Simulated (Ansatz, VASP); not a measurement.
# Ir in VASP and in Ansatz

```
Ir
1.0
     0.00000    1.90050    1.91970
     1.91970    0.00000    1.91970
     1.91970    1.90050    0.00000
Ir
1
Cartesian
  0.0000 0.0000 0.0000
```

Change from the starting cell: strain -0.0100 x Voigt [0, 1, 0, 0, 0, 0], atoms carried along.

Alike in both runs: task single point; functional r2SCAN; k mesh 22 × 22 × 22; occupations gaussian, width 0.15 eV; no spin polarisation.

```csv
,VASP,Ansatz
version,VASP 6.6.1,Ansatz 0.2.0
potentials or method,"VASP PAW PBE potentials, release 64 (Ir), cutoff 520 eV","scalar-relativistic, plane waves, PAW"
valence electrons in the cell,9,17
```

|  | VASP | Ansatz | Ansatz less VASP |
| --- | --- | --- | --- |
| gap on the k mesh at the Fermi level (eV) | none | none | - |
| pressure (GPa) | 8.3 | 5.6 | -2.68 |
| traceless stress, the component that is largest in VASP (GPa) | 2.58 | 2.58 | -0.003 |

VASP's potentials were made for PBE, not for r2SCAN. A gap of «none» marks a metal or a gap that the smearing closes. With one functional, cell and mesh, what is left measures potentials, basis and numerics. VASP's potentials hold 9 valence electrons a cell and Ansatz's 17, so a difference there can come from the potentials and not from the codes.

Neither program's run includes spin-orbit coupling.
